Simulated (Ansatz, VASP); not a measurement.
# NbTe in VASP and in Ansatz

File INCAR:

```
SYSTEM = NbTe
PREC = Accurate
ENCUT = 520
EDIFF = 1E-7
ISMEAR = -1
SIGMA = 0.05
LREAL = .False.
LASPH = .True.
NELM = 150
ALGO = Normal
ISIF = 2
LWAVE = .False.
LCHARG = .False.
LMAXMIX = 4
LDAU = .True.
LDAUTYPE = 2
LDAUL = -1 2
LDAUU = 0 8
LDAUJ = 0 0
LDAUPRINT = 1
NBANDS = 16
```

KPOINTS

```
regular mesh
0
Gamma
  8 8 7
  0 0 0
```

POSCAR

```
NbTe
1.0
    3.7029743866      0.0000000000      0.0000000000
   -1.8514871933      3.2068698884      0.0000000000
    0.0000000000      0.0000000000      3.6942110000
Te Nb
1 1
Direct
    0.6666666667      0.3333333333      0.0000000000
    0.0000000000      0.0000000000      0.5000000000
```

Contents of input.yaml:

```yaml
crystal:
  lattice:
    - [3.7029743866, 0.0, 0.0]
    - [-1.8514871933, 3.2068698884, 0.0]
    - [0.0, 0.0, 3.694211]
  atoms:
    - { symbol: Te, position: [0.6666666667, 0.3333333333, 0.0] }
    - { symbol: Nb, position: [0.0, 0.0, 0.5] }
hamiltonian:
  xc: lda
  pseudopotentials: { kind: paw }
  hubbard: { sites: [{ species: Nb, l: d, u_eff: 8.0 }] }
kpoints:
  mp_grid: { grid: [8, 8, 7] }
  band_path:
    path:
      - [[0.0, 0.0, 0.0], [0.5, 0.0, 0.0], [0.3333333333, 0.3333333333, 0.0], [0.0, 0.0, 0.0], [0.0, 0.0, 0.5], [0.5, 0.0, 0.5], [0.3333333333, 0.3333333333, 0.5], [0.0, 0.0, 0.5]]
      - [[0.5, 0.0, 0.5], [0.5, 0.0, 0.0]]
      - [[0.3333333333, 0.3333333333, 0.0], [0.3333333333, 0.3333333333, 0.5]]
    npoints: 14
scf:
  occupations: { method: fermi_dirac, width: 0.05 }
  n_extra_bands: 6
output:
  forces: true
  stress: true
  eigenvalues: true
  fatbands: false
```

Alike in both runs: functional LDA; k mesh 8 × 8 × 7; occupations fermi-dirac, width 0.05 eV; no spin polarisation; Hubbard terms Nb d U = 8.0 eV.

|  | VASP | Ansatz |
| --- | --- | --- |
| version | VASP 6.6.1 | Ansatz 0.2.0 |
| potentials or method | VASP PAW LDA potentials, release 64 (Te, Nb_sv) | Ansatz PAW |
| plane-wave cutoff (eV) | 520 | 420 |
| valence electrons in the cell | 19 | 29 |
| task | single point | band structure |

Ansatz gave:

| Quantity | Value |
| --- | --- |
| gap on the k mesh at the Fermi level (eV) | none |
| pressure (GPa) | 6.1 |
| traceless stress, the component that is largest in VASP (GPa) | 0.30 |

Question: What did VASP give for the same quantities?

Answer: gap on the k mesh at the Fermi level (eV): none; pressure (GPa): -0.7; traceless stress, the component that is largest in VASP (GPa): 1.85.

LDA's correlation is that of Perdew and Zunger in VASP and of Perdew and Wang (1992) in Ansatz. The programs project onto different local orbitals, so the same U acts differently, and such runs can settle in different states. A gap of «none» marks a metal or a gap that the smearing closes. VASP's potentials hold 19 valence electrons a cell and Ansatz's 29, so a difference there can come from the potentials and not from the codes.

Spin-orbit coupling is off throughout.
